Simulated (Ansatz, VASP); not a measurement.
## V2F3 in VASP and in Ansatz

```
F V
1.0
     2.41124    4.17640    0.00000
    -2.41124    4.17640    0.00000
     0.00000   -2.78426    4.38681
F V
6 4
Cartesian
  -0.9394 4.1764 3.2901
  -0.7359 1.2746 3.2901
  1.6753 2.9018 3.2901
  0.9394 1.3921 1.0967
  0.7359 4.2939 1.0967
  -1.6753 2.6668 1.0967
  0.0000 2.7843 0.2496
  0.0000 0.0000 1.9438
  0.0000 2.7843 4.1372
  0.0000 5.5685 2.4430
```

Alike in both runs: task single point; functional LDA; k mesh 5 × 5 × 5; no spin polarisation.

|  | VASP | Ansatz |
| --- | --- | --- |
| version | VASP 6.6.1 | Ansatz 0.2.0 |
| potentials or method | VASP PAW LDA potentials, release 64 (F, V_sv), cutoff 520 eV | PAW plane waves |
| occupations | fermi-dirac, width 0.1 eV | fermi-dirac |
| valence electrons in the cell | 94 | 94 |

Ansatz gave:

* gap on the k mesh at the Fermi level (eV): none
* rms of the force components (eV/Å): 0.860

Question: Which values does VASP return?

Answer: gap on the k mesh at the Fermi level (eV): none; rms of the force components (eV/Å): 0.866.

LDA's correlation is that of Perdew and Zunger in VASP and of Perdew and Wang (1992) in Ansatz. Atom by atom the forces differ by 0.011 eV/Å (rms over components). A gap of «none» marks a metal or a gap that the smearing closes. Ansatz's warnings: structure snapped to symmetry.
